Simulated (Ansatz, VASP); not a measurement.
**Two plane-wave programs on BP**

```
B P
1.0
     0.00000    2.26900    2.26900
     2.26900    0.00000    2.26900
     2.26900    2.26900    0.00000
B P
1 1
Direct
  0.00000 0.00000 0.00000
  0.75000 0.75000 0.75000
```

Alike in both runs: task electric field gradients; functional PBE; k mesh 12 × 12 × 12; occupations fermi-dirac, width 0.08 eV; no spin polarisation.

|  | VASP | Ansatz |
| --- | --- | --- |
| version | VASP 6.6.1 | Ansatz 0.2.0 |
| potentials or method | VASP PAW PBE potentials, release 64 (B, P) | PAW with Ansatz's default frozen-core files, scalar-relativistic |
| plane-wave cutoff (eV) | 520 | 420 |
| valence electrons in the cell | 8 | 8 |

```csv
,VASP,Ansatz,Ansatz less VASP
pressure (GPa),0.9,1.1,+0.23
```
